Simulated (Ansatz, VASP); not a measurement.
**Br in VASP and in Ansatz**

```
Br
1.0
    -1.42349    1.42349    3.57752
     1.42349   -1.42349    3.57752
     1.42349    1.42349   -3.57752
Br
1
Direct
  0.00000 0.00000 0.00000
```

Alike in both runs: task single point; functional PBEsol-based screened hybrid with a share of 0.25 of exact exchange and HFSCREEN = 0.207; k mesh 7 × 7 × 7; occupations gaussian, width 0.02 eV; no spin polarisation.

```csv
,VASP,Ansatz
version,VASP 6.6.1,Ansatz 0.2.0
potentials or method,"VASP PAW PBE potentials, release 64 (Br)",PseudoDojo stringent (PBEsol files)
plane-wave cutoff (eV),520,1034
valence electrons in the cell,7,17
```

```tsv
	VASP	Ansatz	Ansatz less VASP
gap on the k mesh at the Fermi level (eV)	none	none	-
pressure (GPa)	-1.9	-2.0	-0.09
traceless stress, the component that is largest in VASP (GPa)	1.92	2.13	+0.210
```

VASP's potentials were made for PBE, not for PBEsol-based screened hybrid. A gap of «none» marks a metal or a gap that the smearing closes. VASP's potentials hold 7 valence electrons a cell and Ansatz's 17, so a difference there can come from the potentials and not from the codes.

The k mesh is coarse, so the values compare programs but aren't converged.
